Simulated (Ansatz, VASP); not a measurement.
# Al: VASP beside Ansatz

```
Al
1.0
     2.79839    0.00000    0.00000
    -1.39920    2.44784    0.00000
     0.00000    0.00000    4.86685
Al
2
Direct
  0.66667 0.33333 0.75000
  0.33333 0.66667 0.25000
```

Change from the starting cell: strain -0.0050 x Voigt [1, -1, 0, 0, 0, 0], atoms carried along.

Alike in both runs: task single point; functional PBEsol; dispersion D3(BJ); k mesh 18 × 18 × 10; occupations gaussian, width 0.15 eV; no spin polarisation.

```csv
,VASP,Ansatz
version,VASP 6.6.1,Ansatz 0.2.0
potentials or method,"VASP PAW PBE potentials, release 64 (Al), cutoff 520 eV","scalar-relativistic, plane waves, PAW"
valence electrons in the cell,6,6
```

```tsv
	VASP	Ansatz	Ansatz less VASP
gap on the k mesh at the Fermi level (eV)	none	none	-
pressure (GPa)	-4.4	-4.4	-0.06
traceless stress, the component that is largest in VASP (GPa)	-1.48	-1.46	+0.019
```

VASP's potentials were made for PBE, not for PBEsol. A gap of «none» marks a metal or a gap that the smearing closes.
